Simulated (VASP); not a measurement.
# TbGa2O3 (C2/m) in VASP: single point with PBE

Aim: the single point of TbGa2O3 with PBE.

All numbers are computed with VASP 6.6.1; they aren't measurements. Logs are shortened: lines on timing, memory, paths and dates and some standing lists are left out, and cuts for length are marked.

### 1 The cell of the first run

It takes space group C2/m (No. 12, monoclinic). Conventional cell: a = 10.946 Å, b = 4.691 Å, c = 3.561 Å, α = 90.00°, β = 91.25°, γ = 90.00°. Tb (site symmetry 2/m) has 6 O at 2.33 to 2.35 Å within 3.1 Å. Within 3.2 Å of Ga (site symmetry m) lie 5 O at 2.26 to 2.48 Å and 2 Ga at 3.11 Å. Within 3.1 Å of O (site symmetry m) lie 3 Ga at 2.26 to 2.36 Å and 2 Tb at 2.33 Å and 1 O at 3.00 Å. Within 3.1 Å of O (site symmetry 2/m) lie 2 Tb at 2.35 Å and 4 Ga at 2.47 to 2.48 Å.

The cell was built from a structure type or drawn by symmetry, and may not be a known phase.

### 2 Single point, PBE

INCAR

```
SYSTEM = TbGa2O3
PREC = Accurate
ENCUT = 600
EDIFF = 1E-6
ISMEAR = 0
SIGMA = 0.1
LREAL = .FALSE.
LASPH = .TRUE.
NELM = 200
ALGO = Normal
ISIF = 2
LWAVE = .FALSE.
LCHARG = .TRUE.
GGA = PE
LELF = .TRUE.
LVHAR = .TRUE.
NBANDS = 36
GGA_COMPAT = .FALSE.
LMAXMIX = 6
```

KPOINTS

```
Automatic mesh
0
G
  4 4 6
  0 0 0
```

POSCAR

```
TbGa2O3
1.0
    5.4730302780     -2.3455655707      0.0000000000
    5.4730302780      2.3455655707      0.0000000000
   -0.0778964917      0.0000000000      3.5603259792
Tb Ga O
1 2 3
Direct
    0.0000000000      0.0000000000      0.0000000000
    0.6569292290      0.6569292290      0.5077515783
    0.3430707710      0.3430707710      0.4922484217
    0.8628879150      0.8628879150      0.4916628026
    0.5000000000      0.5000000000      0.0000000000
    0.1371120850      0.1371120850      0.5083371974
```

Potentials or basis: VASP PAW PBE potentials, release 64 (Tb_3, Ga_d, O), 4f in core.

The run is started by

```bash
$ cat potpaw_PBE.64/Tb_3/POTCAR potpaw_PBE.64/Ga_d/POTCAR potpaw_PBE.64/O/POTCAR > POTCAR
$ mpirun -np 1 vasp_std > vasp.out
```

OUTCAR:

```text
SYSTEM = TbGa2O3
   PREC = Accurate
   ENCUT = 600
   EDIFF = 1E-6
   ISMEAR = 0
   LREAL = .FALSE.
   LASPH = .TRUE.
   NELM = 200
   ISIF = 2
   GGA = PE

 ion  position               nearest neighbor table
   1  0.000  0.000  0.000-   6 2.33   4 2.33   6 2.33   4 2.33   5 2.35   5 2.35
   2  0.657  0.657  0.508-   4 2.26   6 2.36   6 2.36
   3  0.343  0.343  0.492-   6 2.26   4 2.36   4 2.36
   4  0.863  0.863  0.492-   2 2.26   1 2.33   1 2.33   3 2.36   3 2.36
   5  0.500  0.500  0.000-   1 2.35   1 2.35
   6  0.137  0.137  0.508-   3 2.26   1 2.33   1 2.33   2 2.36   2 2.36

  LATTYP: Found a base centered monoclinic cell.
 ALAT       =    10.9460605560
 B/A-ratio  =     0.4285679873
 C/A-ratio  =     0.3253387837
 COS(beta)  =    -0.0218737988

  Lattice vectors:

 A1 = (   5.4730302780,  -2.3455655707,   0.0000000000)
 A2 = (   5.4730302780,   2.3455655707,   0.0000000000)
 A3 = (  -0.0778964917,   0.0000000000,   3.5603259792)

Analysis of symmetry for initial positions (statically):
=====================================================================
 Subroutine PRICEL returns:
 Original cell was already a primitive cell.

 Routine SETGRP: Setting up the symmetry group for a
 base centered monoclinic supercell.

 Subroutine GETGRP returns: Found  4 space group operations
 (whereof  4 operations were pure point group operations)
 out of a pool of  4 trial point group operations.

The static configuration has the point symmetry C_2h.

Analysis of symmetry for dynamics (positions and initial velocities):
=====================================================================
 Subroutine PRICEL returns:
 Original cell was already a primitive cell.

 Routine SETGRP: Setting up the symmetry group for a
 base centered monoclinic supercell.

 Subroutine GETGRP returns: Found  4 space group operations
 (whereof  4 operations were pure point group operations)
 out of a pool of  4 trial point group operations.

The dynamic configuration has the point symmetry C_2h.

 Subroutine INISYM returns: Found  4 space group operations
 (whereof  4 operations are pure point group operations),
 and found     1 'primitive' translations

----------------------------------------------------------------------------------------

                                     Primitive cell

  volume of cell :      91.4103

  direct lattice vectors                    reciprocal lattice vectors
     5.473030278 -2.345565571  0.000000000     0.091357068 -0.213168204  0.001998804
     5.473030278  2.345565571  0.000000000     0.091357068  0.213168204  0.001998804
    -0.077896492  0.000000000  3.560325979     0.000000000  0.000000000  0.280873158

  length of vectors
     5.954472124  5.954472124  3.561178027     0.231928421  0.231928421  0.280873158

  position of ions in fractional coordinates (direct lattice)
     0.000000000  0.000000000  0.000000000
     0.656929229  0.656929229  0.507751578
     0.343070771  0.343070771  0.492248422
     0.862887915  0.862887915  0.491662803
     0.500000000  0.500000000  0.000000000
     0.137112085  0.137112085  0.508337197

  ion indices of the primitive-cell ions
   primitive index   ion index
                 1           1
                 2           2
                 3           3
                 4           4
                 5           5
                 6           6

----------------------------------------------------------------------------------------

 KPOINTS: Automatic mesh

Automatic generation of k-mesh.
 Grid dimensions read from file:
 generate k-points for:    4    4    6

 Generating k-lattice:

  Cartesian coordinates                     Fractional coordinates (reciprocal lattice)
     0.022839267 -0.053292051  0.000499701     0.250000000  0.000000000 -0.000000000
     0.022839267  0.053292051  0.000499701     0.000000000  0.250000000 -0.000000000
     0.000000000  0.000000000  0.046812193     0.000000000  0.000000000  0.166666667

  Length of vectors
     0.057982105  0.057982105  0.046812193

  Shift w.r.t. Gamma in fractional coordinates (k-lattice)
     0.000000000  0.000000000  0.000000000

 Subroutine IBZKPT returns following result:
 ===========================================

 Found     34 irreducible k-points:

 Following reciprocal coordinates:
            Coordinates               Weight
  0.000000  0.000000  0.000000      1.000000
  0.250000  0.000000  0.000000      4.000000
  0.500000  0.000000  0.000000      2.000000
  0.250000  0.250000  0.000000      2.000000
  0.500000  0.250000 -0.000000      4.000000
 -0.250000  0.250000  0.000000      2.000000
[... 16 lines left out ...]
  0.500000  0.250000  0.333333      4.000000
 -0.250000  0.250000  0.333333      4.000000
 [... further k-points ...]
   k-points           NKPTS =     34   k-points in BZ     NKDIM =     34   number of bands    NBANDS=     36
   number of dos      NEDOS =    301   number of ions     NIONS =      6
   total plane-waves  NPLWV =  64512
   dimension x,y,z NGX =    48 NGY =   48 NGZ =   28
   dimension x,y,z NGXF=    96 NGYF=   96 NGZF=   56
   ions per type =               1   2   3
   NGX,Y,Z   is equivalent  to a cutoff of  13.40, 13.40, 13.07 a.u.
   NGXF,Y,Z  is equivalent  to a cutoff of  26.80, 26.80, 26.14 a.u.
 SYSTEM =  TbGa2O3
   PREC   = accura    normal or accurate (medium, high low for compatibility)
   ISTART =      0    job   : 0-new  1-cont  2-samecut
   ICHARG =      2    charge: 1-file 2-atom 10-const
   ISPIN  =      1    spin polarized calculation?
   LNONCOLLINEAR =      F non collinear calculations
   LSORBIT =      F    spin-orbit coupling
   LASPH  =      T    aspherical Exc in radial PAW
   ENCUT  =  600.0 eV  44.10 Ry    6.64 a.u.  11.89 11.89  7.11*2*pi/ulx,y,z
   NELM   =    200;   NELMIN=  2; NELMDL= -5     # of ELM steps
   EDIFF  = 0.1E-05   stopping-criterion for ELM
   LREAL  =      F    real-space projection
   EDIFFG = 0.1E-04   stopping-criterion for IOM
   NSW    =      0    number of steps for IOM
   IBRION =     -1    ionic relax: 0-MD 1-quasi-New 2-CG
   NFREE  =      0    steps in history (QN), initial steepest desc. (CG)
   ISIF   =      2    stress and relaxation
   ISYM   =      2    0-nonsym 1-usesym 2-fastsym
   POTIM  = 0.5000    time-step for ionic-motion
   TEBEG  =    0.0;   TEEND  =   0.0 temperature during run
   PSTRESS=    0.0 pullay stress
   NELECT =      53.0000    total number of electrons
   NUPDOWN=      -1.0000    fix difference up-down
   EMIN   =  10.00;   EMAX   =-10.00  energy-range for DOS
   EFERMI =   0.00;   METHOD = LEGACY
   ISMEAR =     0;   SIGMA  =   0.10  broadening in eV -4-tet -1-fermi 0-gaus
   EFERMI_NEDOS =   21; number of points for ismear=-14 and -15
   IALGO  =     38    algorithm
   IMIX   =      4    mixing-type and parameters
     AMIX     =   0.40;   BMIX     =  1.00
     AMIX_MAG =   1.60;   BMIX_MAG =  1.00
  volume/ion in A,a.u.               =      15.24       102.81
  Fermi-wavevector in a.u.,A,eV,Ry     =   1.365112  2.579688 25.354888  1.863532
  Thomas-Fermi vector in A             =   2.491369
   LORBIT       =      0    0 simple, 1 ext, 2 COOP (PROOUT), +10 PAW based schemes
   GGA     = PE    functional components
   LHFCALC =     F    Hartree Fock is set to
   AEXX    =    0.0000 exact exchange contribution
   IVDW    =     0    specifies the selected vdW correction
   LEPSILON=     F    determine dielectric tensor
   LRPA    =     F    only Hartree local field effects (RPA)
 non-spin polarized calculation
 Gauss-broadening in eV      SIGMA  =   0.10
  energy-cutoff  :      600.00
  volume of cell :       91.41
 maximum number of plane-waves:      3069
   NGX = 23   NGY = 23   NGZ = 15

 number of electron      52.9999989 magnetization

 Free energy of the ion-electron system (eV)
  ---------------------------------------------------
  ext. energy  EPLUGINS =         0.00000000
  ---------------------------------------------------
  free energy    TOTEN  =       -35.65326343 eV

  energy without entropy =      -35.63942103  energy(sigma->0) =      -35.64634223

 E-fermi :   4.3901     XC(G=0): -10.5256

 val. band max:        4.3882539102   @ k =   0.2500   0.0000   0.1667
 cond. band min:       4.3910131663   @ k =  -0.2500   0.0000   0.1667
 fundamental gap:      0.0027592560
 Fermi energy:         4.3901052963

 k-point     1 :       0.0000    0.0000    0.0000
  band No.  band energies     occupation
      1     -18.3891      2.00000
      2     -18.0401      2.00000
      3     -17.7699      2.00000
      4     -14.4694      2.00000
      5     -13.9502      2.00000
      6     -13.3587      2.00000
[... 28 lines left out ...]
     35      10.9465      0.00000
     36      11.4027      0.00000

 k-point     2 :       0.2500    0.0000    0.0000
  band No.  band energies     occupation
      1     -18.3879      2.00000
      2     -18.2398      2.00000
      3     -17.7680      2.00000
      4     -14.3202      2.00000
      5     -13.5960      2.00000
      6     -13.3492      2.00000
[... 28 lines left out ...]
     35      10.7929      0.00000
     36      11.5481      0.00000

 k-point     3 :       0.5000    0.0000    0.0000
  band No.  band energies     occupation
      1     -18.4133      2.00000
      2     -18.3861      2.00000
      3     -17.7661      2.00000
      4     -14.2034      2.00000
      5     -13.3567      2.00000
      6     -13.1974      2.00000
[... 28 lines left out ...]
     35      11.1387      0.00000
     36      11.3986      0.00000

 k-point     4 :       0.2500    0.2500    0.0000
  band No.  band energies     occupation
      1     -18.3972      2.00000
      2     -18.0403      2.00000
      3     -17.7699      2.00000
      4     -14.3800      2.00000
      5     -13.9629      2.00000
      6     -13.4294      2.00000
[... 28 lines left out ...]
     35      10.9484      0.00000
     36      11.0985      0.00000

 k-point     5 :       0.5000    0.2500   -0.0000
  band No.  band energies     occupation
      1     -18.3959      2.00000
      2     -18.2397      2.00000
      3     -17.7680      2.00000
      4     -14.2177      2.00000
      5     -13.6132      2.00000
      6     -13.4295      2.00000
[... 655 lines left out ...]
 k-point    22 :       0.2500    0.2500    0.3333
  band No.  band energies     occupation
      1     -18.5167      2.00000
      2     -18.1059      2.00000
      3     -18.0010      2.00000
      4     -14.0036      2.00000
      5     -13.9462      2.00000
      6     -13.4796      2.00000
[... 28 lines left out ...]
     35      11.0043      0.00000
     36      11.2352      0.00000

 k-point    23 :       0.5000    0.2500    0.3333
  band No.  band energies     occupation
      1     -18.5088      2.00000
      2     -18.1923      2.00000
      3     -18.1042      2.00000
      4     -13.9721      2.00000
      5     -13.5566      2.00000
      6     -13.4059      2.00000
[... 28 lines left out ...]
     35      11.4290      0.00000
     36      11.6819      0.00000

 k-point    24 :      -0.2500    0.2500    0.3333
  band No.  band energies     occupation
      1     -18.5059      2.00000
      2     -18.3595      2.00000
      3     -18.0993      2.00000
      4     -13.8865      2.00000
      5     -13.4134      2.00000
      6     -13.1417      2.00000
[... 28 lines left out ...]
     35      10.8292      0.00000
     36      11.7650      0.00000

 [... further k-points ...]

------------------------ aborting loop because EDIFF is reached ----------------------------------------

  FORCE on cell =-STRESS in cart. coord.  units (eV):
  Direction    XX          YY          ZZ          XY          YZ          ZX
  --------------------------------------------------------------------------------------
  -------------------------------------------------------------------------------------
  Total        0.2491392      0.1530713      0.0229813      0.0000000      0.0000000      0.0281873
  in kB        4.3667409      2.6829287      0.4028004      0.0000000      0.0000000      0.4940470
  external PRESSURE =       2.4841567 kB  Pullay stress =       0.0000000 kB

 VOLUME and BASIS-vectors are now :
 -----------------------------------------------------------------------------
  energy-cutoff  :      600.00
  volume of cell :       91.41
      direct lattice vectors                 reciprocal lattice vectors
     5.473030278 -2.345565571  0.000000000     0.091357068 -0.213168204  0.001998804
     5.473030278  2.345565571  0.000000000     0.091357068  0.213168204  0.001998804
    -0.077896492  0.000000000  3.560325979     0.000000000  0.000000000  0.280873158

 POSITION                                       TOTAL-FORCE (eV/Angst)
 -----------------------------------------------------------------------------------
      0.00000      0.00000      0.00000         0.000000     -0.000000      0.000000
      7.15124      0.00000      1.80776         0.023573     -0.000000      0.000267
      3.71693      0.00000      1.75256        -0.023573     -0.000000     -0.000267
      9.40692      0.00000      1.75048        -0.011206     -0.000000      0.001516
      5.47303      0.00000      0.00000         0.000000      0.000000      0.000000
      1.46124      0.00000      1.80985         0.011206     -0.000000     -0.001516
 -----------------------------------------------------------------------------------
    total drift:                                0.000000     -0.000000     -0.000000

  FREE ENERGIE OF THE ION-ELECTRON SYSTEM (eV)
  ---------------------------------------------------
  free  energy   TOTEN  =       -35.6532634318 eV

  energy  without entropy=      -35.6394210329  energy(sigma->0) =      -35.64634223
```

Run time: 66 s. Hardware: 1 thread of Intel Xeon 6975P-C (Granite Rapids), shared host; peak memory 0.32 GiB.

Results:

```
Free energy            : -35.6533 eV
Pressure               : 0.2 GPa
Largest force          : 0.024 eV/Å
Band gap on the k mesh : zero (an odd number of electrons rules out a gap without spin polarisation)
```

Forces in eV/Å, atoms in the order of the input:
```
Tb   0.000  0.000  0.000
Ga   0.024  0.000  0.000
Ga  -0.024  0.000  0.000
O   -0.011  0.000  0.002
O    0.000  0.000  0.000
O    0.011  0.000 -0.002
```

Stress tensor (GPa, compression positive):
```
0.44 0.00 0.05
0.00 0.27 0.00
0.05 0.00 0.04
```

Caveat: the k points lie up to 0.36 Å⁻¹ apart, too coarse for converged energies and pressures of a metal; spin-orbit coupling is left out, which moves the levels of the heavy elements; the 4f electrons are frozen in the core, so they carry no moment and show no levels; an odd number of electrons without spin polarisation forces a metal; a magnetic or distorted state may lie lower; the run has no spin polarisation, though such a crystal can be magnetic.
